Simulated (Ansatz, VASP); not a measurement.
# Si3Br in VASP and in Ansatz

INCAR

```
  ALGO = Normal
  EDIFF = 1E-7
  EDIFFG = -0.04
  ENCUT = 600
  GGA = PE
  IBRION = 2
  ISIF = 3
  ISMEAR = 0
  LASPH = T
  LCHARG = F
  LREAL = F
  LWAVE = F
  NELM = 100
  NSW = 90
  PREC = Accurate
  SIGMA = 0.1
```

Contents of KPOINTS:

```
k-points
0
Gamma
  6 6 4
```

Contents of POSCAR:

```
Si3Br
1.0
    3.5538866497      0.0000000000      0.0000000000
   -1.7769433249      3.0777561208      0.0000000000
    0.0000000000      0.0000000000      7.2671783344
Si Br
3 1
Direct
    0.0000000000      0.0000000000      0.0000000000
    0.6666666667      0.3333333333      0.8073928106
    0.6666666667      0.3333333333      0.1926071894
    0.0000000000      0.0000000000      0.5000000000
```

Input for Ansatz:

```yaml
crystal:
  lattice:
    - [3.5538866497, 0.0, 0.0]
    - [-1.7769433249, 3.0777561208, 0.0]
    - [0.0, 0.0, 7.2671783344]
  atoms:
    - { symbol: Si, position: [0.0, 0.0, 0.0] }
    - { symbol: Si, position: [0.6666666667, 0.3333333333, 0.8073928106] }
    - { symbol: Si, position: [0.6666666667, 0.3333333333, 0.1926071894] }
    - { symbol: Br, position: [0.0, 0.0, 0.5] }
basis:
  ecutwfc: 420
kpoints:
  mp_grid: { grid: [6, 6, 4] }
hamiltonian:
  xc: pbe
scf:
  occupations: { method: gaussian, width: 0.1 }
  lower_state_search: "off"
output:
  forces: true
  stress: true
  eigenvalues: true
relax:
  adjacent_minimum: "off"
  f_tol: 0.04
  max_steps: 70
  cell: { stress_tol: 0.4 }
```

Change from the starting cell: species swapped into the Co3Ir type (P-6m2, No. 187).

Alike in both runs: task relaxation of cell and atoms; functional PBE; k mesh 6 × 6 × 4; occupations gaussian, width 0.1 eV; no spin polarisation.

|  | VASP | Ansatz |
| --- | --- | --- |
| version | VASP 6.6.1 | Ansatz 0.2.0 |
| potentials or method | VASP PAW PBE potentials, release 64 (Si, Br), cutoff 600 eV | scalar-relativistic, plane waves, PAW |
| valence electrons in the cell | 19 | 19 |

```csv
,VASP,Ansatz,Ansatz less VASP
"gap on the k mesh at the Fermi level, each at its own relaxed structure (eV)",none,none,-
relaxed volume (Å³/atom),20.22,20.30,+0.084
relaxed cell length with the largest relative difference (Å),7.198,7.208,+0.0103
```

A gap of «none» marks a metal or a gap that the smearing closes.
